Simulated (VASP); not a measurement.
Write the native input for VASP 6.6.1 that does the following.

| Property | Result |
| --- | --- |
| Task | single point |
| Functional | PBE |
| Potentials or basis | VASP PAW PBE potentials, release 64 (Cu_sv_GW) |
| Cutoff | 820 eV |
| k mesh | 24 × 24 × 12 |
| Occupations | gaussian, width 0.15 eV |
| Spin | no spin polarisation |
| Dipole correction | no |
| Further INCAR settings | ALGO = Normal; EDIFF = 1e-06; NBANDS = 26 |

The structure of Cu lies in POSCAR:

```
Cu
1.0
    2.5974490865      0.0000000000      0.0000000000
   -1.2987245433      2.2494568940      0.0000000000
    0.0000000000      0.0000000000      4.2153852750
Cu
2
Direct
    0.3333333333      0.6666666667      0.2500000000
    0.6666666667      0.3333333333      0.7500000000
```

This isn't the form of Cu at room conditions, which is fcc.

This cell differs from its parent crystal: strain +0.025 along x and y, +0.025 along z.

These files were run (other wordings do the same):

INCAR

```
SYSTEM = Cu
PREC = Accurate ; ENCUT = 820
EDIFF = 1E-6 ; ISMEAR = 0
SIGMA = 0.15 ; LREAL = .False.
LASPH = .True. ; NELM = 120
ALGO = Normal ; ISIF = 2
LWAVE = .False. ; LCHARG = .True.
GGA = PE ; LELF = .True.
LVHAR = .True. ; NBANDS = 26
GGA_COMPAT = .False.
```

KPOINTS

```
Automatic mesh
0
Gamma
  24 24 12
  0 0 0
```

Potentials or basis: VASP PAW PBE potentials, release 64 (Cu_sv_GW).

Command:

```console
$ cat potpaw_PBE.64/Cu_sv_GW/POTCAR > POTCAR
$ mpirun -np 1 vasp_std > vasp.out
```

It gave:

| Property | Result |
| --- | --- |
| Pressure | -5.3 GPa |
| Band gap on the k mesh | zero (bands 19 and 20 overlap by 5.75 eV) |

Caveat: the cell differs from its parent crystal (strain +0.025 along x and y, +0.025 along z); the cell stands under tension.

Run time: 6.4 min on 1 thread of Intel(R) Xeon(R) Platinum 8375C CPU @ 2.90GHz (Ice Lake), on a shared host, peak memory 0.58 GiB.
